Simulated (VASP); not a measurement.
# MgO (Cm) in VASP: further runs

Runs on MgO. Level: PBE. Tasks: single point, relaxation of cell and atoms.

All numbers are computed with VASP 6.6.1; they aren't measurements. Logs are shortened: lines on timing, memory, paths and dates and some standing lists are left out, and cuts for length are marked.

**1. The cell of the first run**

Symmetry: Cm, No. 8, monoclinic system. Conventional cell: a = 4.179 Å, b = 4.188 Å, c = 2.916 Å, α = 90.00°, β = 132.77°, γ = 90.00°. Within 1.1 Å of Mg (site symmetry m) lie 1 O at 0.79 Å. Within 1.1 Å of O (site symmetry m) lie 1 Mg at 0.79 Å.

**2. Single point, PBE**

Contents of INCAR:

```
  PREC = Accurate
  ENCUT = 520
  EDIFF = 1E-7
  ISMEAR = 0
  SIGMA = 0.1
  LREAL = F
  LASPH = T
  NELM = 80
  ALGO = Normal
  ISIF = 2
  LWAVE = F
  LCHARG = F
  GGA = PE
  NBANDS = 11
```

Contents of KPOINTS:

```
Automatic mesh
0
Gamma
  8 8 8
```

Contents of POSCAR:

```
MgO
1.0
    2.0896101000     -2.0938753700      0.0000000000
    2.0896101000      2.0938753700      0.0000000000
   -1.9800459900      0.0000000000      2.1405959000
Mg O
1 1
Direct
    0.1395230700      0.1395230700      0.3241268800
    0.3604769300      0.3604769300      0.6758731200
```

Potentials or basis: VASP PAW PBE potentials, release 64 (Mg, O).

Run with:

```bash
$ cat potpaw_PBE.64/Mg/POTCAR potpaw_PBE.64/O/POTCAR > POTCAR
$ mpirun -np 1 vasp_std > vasp.out
```

OUTCAR:

```text
PREC = Accurate
   ENCUT = 520
   EDIFF = 1E-7
   ISMEAR = 0
   LREAL = F
   LASPH = T
   NELM = 80
   ISIF = 2
   GGA = PE

 ion  position               nearest neighbor table
   1  0.140  0.140  0.324-   2 0.79   2 2.41   2 2.51   2 2.51   2 2.61
   2  0.360  0.360  0.676-   1 0.79   1 2.41   1 2.51   1 2.51   1 2.61

 -----------------------------------------------------------------------------
|                                                                             |
|           W    W    AA    RRRRR   N    N  II  N    N   GGGG   !!!           |
|           W    W   A  A   R    R  NN   N  II  NN   N  G    G  !!!           |
|           W    W  A    A  R    R  N N  N  II  N N  N  G       !!!           |
|           W WW W  AAAAAA  RRRRR   N  N N  II  N  N N  G  GGG   !            |
|           WW  WW  A    A  R   R   N   NN  II  N   NN  G    G                |
|           W    W  A    A  R    R  N    N  II  N    N   GGGG   !!!           |
|                                                                             |
|     The distance between some ions is very small. Please check the          |
|     nearest-neighbor list in the OUTCAR file.                               |
|     I HOPE YOU KNOW WHAT YOU ARE DOING!                                     |
|                                                                             |
 -----------------------------------------------------------------------------

  LATTYP: Found a base centered monoclinic cell.
 ALAT       =     4.1792202000
 B/A-ratio  =     1.0020411798
 C/A-ratio  =     0.6977245667
 COS(beta)  =    -0.6790410174

  Lattice vectors:

 A1 = (   2.0896101000,  -2.0938753700,   0.0000000000)
 A2 = (   2.0896101000,   2.0938753700,   0.0000000000)
 A3 = (  -1.9800459900,   0.0000000000,   2.1405959000)

Analysis of symmetry for initial positions (statically):
=====================================================================
 Subroutine PRICEL returns:
 Original cell was already a primitive cell.

 Routine SETGRP: Setting up the symmetry group for a
 base centered monoclinic supercell.

 Subroutine GETGRP returns: Found  2 space group operations
 (whereof  2 operations were pure point group operations)
 out of a pool of  4 trial point group operations.

The static configuration has the point symmetry C_1h.

Analysis of symmetry for dynamics (positions and initial velocities):
=====================================================================
 Subroutine PRICEL returns:
 Original cell was already a primitive cell.

 Routine SETGRP: Setting up the symmetry group for a
 base centered monoclinic supercell.

 Subroutine GETGRP returns: Found  2 space group operations
 (whereof  2 operations were pure point group operations)
[... 117 lines left out ...]
   ISMEAR =     0;   SIGMA  =   0.10  broadening in eV -4-tet -1-fermi 0-gaus
   EFERMI_NEDOS =   21; number of points for ismear=-14 and -15
   IALGO  =     38    algorithm
   IMIX   =      4    mixing-type and parameters
     AMIX     =   0.40;   BMIX     =  1.00
     AMIX_MAG =   1.60;   BMIX_MAG =  1.00
  volume/ion in A,a.u.               =       9.37        63.20
  Fermi-wavevector in a.u.,A,eV,Ry     =   1.232853  2.329754 20.679850  1.519926
  Thomas-Fermi vector in A             =   2.367606
   LORBIT       =      0    0 simple, 1 ext, 2 COOP (PROOUT), +10 PAW based schemes
   GGA     = PE    functional components
   LHFCALC =     F    Hartree Fock is set to
   AEXX    =    0.0000 exact exchange contribution
   IVDW    =     0    specifies the selected vdW correction
   LEPSILON=     F    determine dielectric tensor
   LRPA    =     F    only Hartree local field effects (RPA)
 non-spin polarized calculation
 Gauss-broadening in eV      SIGMA  =   0.10
  energy-cutoff  :      520.00
  volume of cell :       18.73
 maximum number of plane-waves:       527
 NGX is ok and might be reduce to    24
   NGX = 11   NGY = 11   NGZ = 11

 number of electron       7.9999999 magnetization

 Free energy of the ion-electron system (eV)
  ---------------------------------------------------
  ext. energy  EPLUGINS =         0.00000000
  ---------------------------------------------------
  free energy    TOTEN  =        54.93165639 eV

  energy without entropy =       54.93165639  energy(sigma->0) =       54.93165639

 E-fermi :   6.6572     XC(G=0): -10.4199

 val. band max:        6.1720835351   @ k =   0.5000   0.5000   0.0000
 cond. band min:       9.3339134429   @ k =   0.1250   0.0000   0.2500
 fundamental gap:      3.1618299078
 Fermi energy:         6.6572165103

 k-point     1 :       0.0000    0.0000    0.0000
  band No.  band energies     occupation
      1      -8.4760      2.00000
      2       0.0091      2.00000
      3       0.1591      2.00000
      4       4.5243      2.00000
      5       9.4496      0.00000
      6      19.1029      0.00000
      7      21.0998      0.00000
      8      21.1098      0.00000
      9      22.3173      0.00000
     10      24.2843      0.00000
     11      24.7562      0.00000
[... 309 lines left out ...]
 k-point    24 :       0.2500    0.0000    0.1250
  band No.  band energies     occupation
      1      -6.9681      2.00000
      2      -0.9961      2.00000
      3       0.1718      2.00000
      4       4.5268      2.00000
      5       9.4832      0.00000
      6      13.1263      0.00000
      7      17.3334      0.00000
      8      19.0259      0.00000
      9      21.6947      0.00000
     10      24.6820      0.00000
     11      25.5863      0.00000

 [... further k-points ...]

------------------------ aborting loop because EDIFF is reached ----------------------------------------

  FORCE on cell =-STRESS in cart. coord.  units (eV):
  Direction    XX          YY          ZZ          XY          YZ          ZX
  --------------------------------------------------------------------------------------
  -------------------------------------------------------------------------------------
  Total       14.8078717      1.1866265    146.2553560      0.0000000      0.0000000     43.5904521
  in kB     1266.5503299    101.4948175  12509.5471858      0.0000000      0.0000000   3728.3887081
  external PRESSURE =    4625.8641111 kB  Pullay stress =       0.0000000 kB

 VOLUME and BASIS-vectors are now :
 -----------------------------------------------------------------------------
  energy-cutoff  :      520.00
  volume of cell :       18.73
      direct lattice vectors                 reciprocal lattice vectors
     2.089610100 -2.093875370  0.000000000     0.239279088 -0.238791672  0.221332574
     2.089610100  2.093875370  0.000000000     0.239279088  0.238791672  0.221332574
    -1.980045990  0.000000000  2.140595900     0.000000000  0.000000000  0.467159635

 POSITION                                       TOTAL-FORCE (eV/Angst)
 -----------------------------------------------------------------------------------
     -0.05869      0.00000      0.69382       -58.262148      0.000000   -194.081638
      0.16825      0.00000      1.44677        58.262148      0.000000    194.081638
 -----------------------------------------------------------------------------------
    total drift:                                0.000788     -0.000000      0.001218

  FREE ENERGIE OF THE ION-ELECTRON SYSTEM (eV)
  ---------------------------------------------------
  free  energy   TOTEN  =        54.9316563931 eV

  energy  without entropy=       54.9316563931  energy(sigma->0) =       54.93165639
```

OSZICAR:

```text
N       E                     dE             d eps       ncg     rms          rms(c)
DAV:   1     0.877234706992E+02    0.87723E+02   -0.45064E+03  3364   0.645E+02
DAV:   2     0.441959222072E+02   -0.43528E+02   -0.41574E+02  4011   0.153E+02
DAV:   3     0.425172142651E+02   -0.16787E+01   -0.16759E+01  3942   0.301E+01
DAV:   4     0.425110253728E+02   -0.61889E-02   -0.61886E-02  3735   0.215E+00
DAV:   5     0.425109970137E+02   -0.28359E-04   -0.28359E-04  3965   0.143E-01    0.398E+01
DAV:   6     0.540980315615E+02    0.11587E+02   -0.82939E+01  3504   0.463E+01    0.860E+00
DAV:   7     0.548012708818E+02    0.70324E+00   -0.71489E+00  3519   0.892E+00    0.901E+00
DAV:   8     0.549362864337E+02    0.13502E+00   -0.10055E+00  3813   0.581E+00    0.351E+00
DAV:   9     0.549095511588E+02   -0.26735E-01   -0.40490E-01  3633   0.248E+00    0.309E+00
DAV:  10     0.549313374465E+02    0.21786E-01   -0.19116E-01  3684   0.173E+00    0.282E-01
DAV:  11     0.549315631707E+02    0.22572E-03   -0.30785E-03  3579   0.278E-01    0.191E-01
DAV:  12     0.549316328992E+02    0.69728E-04   -0.22923E-04  3806   0.806E-02    0.720E-02
DAV:  13     0.549316556048E+02    0.22706E-04   -0.17505E-04  3749   0.514E-02    0.901E-03
DAV:  14     0.549316562863E+02    0.68152E-06   -0.46310E-06  3624   0.114E-02    0.583E-03
DAV:  15     0.549316561791E+02   -0.10716E-06   -0.14789E-06  3307   0.470E-03    0.736E-04
DAV:  16     0.549316564132E+02    0.23410E-06   -0.27325E-08  1761   0.854E-04    0.772E-05
DAV:  17     0.549316563931E+02   -0.20142E-07   -0.12810E-09  1722   0.250E-04
   1 F= 0.54931656E+02 E0= 0.54931656E+02  d E =-.667835E-14
```

It took 21 s on 1 thread of Intel Xeon 8259CL, shared host; peak memory 0.16 GiB.

What came out:

```
Free energy            : 54.9317 eV
Pressure               : 462.6 GPa
Largest force          : 202.638 eV/Å
Band gap on the k mesh : 3.16 eV (least direct gap 3.64 eV)
```

Forces on the atoms (eV/Å):
```
Mg   -58.262    0.000 -194.082
O     58.262    0.000  194.082
```

Caveat: atoms lie so close that the PAW spheres overlap strongly, which falsifies energies and pressures; the cell stands under pressure; forces of over 1 eV/Å act on the atoms, so gaps and moduli don't describe the material at rest.

**3. Relaxation of cell and atoms, PBE**

Contents of INCAR:

```
SYSTEM = MgO
ALGO = Normal
EDIFF = 1E-6
EDIFFG = -0.04
ENCUT = 600
GGA = PE
IBRION = 2
ISIF = 3
ISMEAR = 0
LASPH = .True.
LCHARG = .False.
LREAL = .False.
LWAVE = .False.
NELM = 80
NSW = 90
PREC = Accurate
SIGMA = 0.1
```

Contents of KPOINTS:

```
k-points
0
Gamma
  8 8 8
  0 0 0
```

POSCAR is that of step 2.

Potentials or basis: VASP PAW PBE potentials, release 64 (Mg, O).

Run with:

```bash
$ cat potpaw_PBE.64/Mg/POTCAR potpaw_PBE.64/O/POTCAR > POTCAR
$ mpirun -np 1 vasp_std > vasp.out
```

OUTCAR:

```text
SYSTEM = MgO
   EDIFF = 1E-6
   EDIFFG = -0.04
   ENCUT = 600
   GGA = PE
   IBRION = 2
   ISIF = 3
   ISMEAR = 0
   LASPH = .True.
   LREAL = .False.
   NELM = 80
   NSW = 90
   PREC = Accurate

 ion  position               nearest neighbor table
   1  0.140  0.140  0.324-   2 0.79   2 2.41   2 2.51   2 2.51   2 2.61
   2  0.360  0.360  0.676-   1 0.79   1 2.41   1 2.51   1 2.51   1 2.61

 -----------------------------------------------------------------------------
|                                                                             |
|           W    W    AA    RRRRR   N    N  II  N    N   GGGG   !!!           |
|           W    W   A  A   R    R  NN   N  II  NN   N  G    G  !!!           |
|           W    W  A    A  R    R  N N  N  II  N N  N  G       !!!           |
|           W WW W  AAAAAA  RRRRR   N  N N  II  N  N N  G  GGG   !            |
|           WW  WW  A    A  R   R   N   NN  II  N   NN  G    G                |
|           W    W  A    A  R    R  N    N  II  N    N   GGGG   !!!           |
|                                                                             |
[... 1117 lines left out ...]

[... ionic steps 4 to 31 ...]

--------------------------------------- Ionic step       32  -------------------------------------------

 number of electron       8.0000004 magnetization

------------------------ aborting loop because EDIFF is reached ----------------------------------------
[... 67 lines left out ...]
--------------------------------------- Ionic step       34  -------------------------------------------

 number of electron       8.0000004 magnetization

 Free energy of the ion-electron system (eV)
  ---------------------------------------------------
  ext. energy  EPLUGINS =         0.00000000
  ---------------------------------------------------
  free energy    TOTEN  =       -11.91399668 eV

  energy without entropy =      -11.91399668  energy(sigma->0) =      -11.91399668

 E-fermi :   3.4981     XC(G=0): -10.9667

 val. band max:        3.0156319221   @ k =   0.0000   0.0000   0.0000
 cond. band min:       7.5104688629   @ k =   0.0000   0.0000   0.0000
 fundamental gap:      4.4948369408
 Fermi energy:         3.4980691274
[... 293 lines left out ...]
  FREE ENERGIE OF THE ION-ELECTRON SYSTEM (eV)
  ---------------------------------------------------
  free  energy   TOTEN  =       -11.9139966753 eV

  energy  without entropy=      -11.9139966753  energy(sigma->0) =      -11.91399668

 reached required accuracy - stopping structural energy minimisation
```

CONTCAR:

```text
MgO
   1.00000000000000
     2.1240222778411337   -2.1230774702335142   -0.0484136878243631
     2.1240222778411337    2.1230774702335142   -0.0484136878243631
    -2.0788634459745197    0.0000000000000000    2.1684189737921540
  Mg              O
     1     1
Direct
     0.9992826187718549    0.9992826187718549    0.9996706220410790
     0.5007173812281451    0.5007173812281451    0.0003293779589212

  0.00000000E+00  0.00000000E+00  0.00000000E+00
  0.00000000E+00  0.00000000E+00  0.00000000E+00
```

It took 7.8 min on 1 thread of Intel Xeon 8259CL, shared host; peak memory 0.18 GiB.

What came out:

```yaml
Free_energy: -11.9140 eV
Relaxed_volume: 9.56 Å³/atom
Relaxed_cell: a = 3.004 Å, b = 3.004 Å, c = 3.004 Å, α = 120.07°, β = 120.07°, γ = 89.96°
Space_group_after_relaxing_to_0.1_Å: Fm-3m (No. 225)
Pressure_after_relaxing: -0.1 GPa
Largest_force_after_relaxing: 0.024 eV/Å
Band_gap_on_the_k_mesh: 4.49 eV
```

Forces in eV/Å, atoms in the order of the input:
```
Mg   0.023  0.000  0.006
O   -0.023  0.000 -0.006
```

Final structure:
```
CELL_PARAMETERS angstrom
2.12402 -2.12308 -0.04841
2.12402 2.12308 -0.04841
-2.07886 0.00000 2.16842
ATOMIC_POSITIONS crystal
Mg 0.99928 0.99928 0.99967
O 0.50072 0.50072 0.00033
```
